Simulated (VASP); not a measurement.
## C: single point with r2SCAN+rVV10

C:

```
CELL_PARAMETERS angstrom
2.57157 0.00000 0.00000
-1.28578 2.22704 0.00000
0.00000 0.00000 8.39865
ATOMIC_POSITIONS crystal
C 0.66667 0.33333 0.84375
C 0.33333 0.66667 0.34375
C 0.66667 0.33333 0.65625
C 0.33333 0.66667 0.15625
C 0.00000 0.00000 0.90625
C 0.00000 0.00000 0.40625
C 0.00000 0.00000 0.59375
C 0.00000 0.00000 0.09375
```

```yaml
Program: VASP 6.6.1
Task: single point
Functional: r2SCAN
Dispersion: rVV10
Potentials_or_basis: VASP PAW PBE potentials, release 64 (C)
Cutoff: 520 eV
k_mesh: 12 × 12 × 4
Occupations: fermi-dirac, width 0.05 eV
Spin: no spin polarisation
Dipole_correction: no
Further_INCAR_settings: ALGO = Normal; EDIFF = 1e-06; NBANDS = 26
```

```json
{"Pressure": "-25.3 GPa", "Largest force": "0.325 eV/Å", "Band gap on the k mesh": "4.43 eV (least direct gap 5.27 eV)"}
```

Forces in eV/Å, atoms in the order of the input:
```
C    0.000  0.000  0.303
C    0.000  0.000  0.303
C    0.000  0.000 -0.303
C    0.000  0.000 -0.303
C    0.000  0.000  0.325
C    0.000  0.000  0.325
C    0.000  0.000 -0.325
C    0.000  0.000 -0.325
```

Stress tensor (GPa, compression positive):
```
-29.10   0.00   0.00
  0.00 -29.10   0.00
  0.00   0.00 -17.72
```

Levels at points of the mesh, in eV from the valence-band top:
| k point | band 14 | band 15 | band 16 | band 17 | band 18 | band 19 |
| --- | --- | --- | --- | --- | --- | --- |
| (0.00, 0.00, 0.00) | -0.22 | 0.00 | 0.00 | 5.27 | 5.27 | 5.79 |
| (0.50, 0.00, 0.00) | -4.60 | -3.71 | -2.95 | 4.50 | 5.53 | 5.99 |
| (0.00, 0.00, 0.50) | -0.68 | -0.68 | -0.68 | 6.07 | 6.07 | 6.07 |
| (0.50, 0.00, 0.50) | -4.75 | -3.67 | -3.67 | 4.86 | 4.86 | 7.23 |

Wall time 4.1 min on 1 thread of Intel Xeon 8259CL (shared host), peak memory 0.3 GiB.

Caveat: the cell stands under tension; the PAW data sets were made with another functional, which shifts forces and pressure a little. A k mesh can miss the band edges.
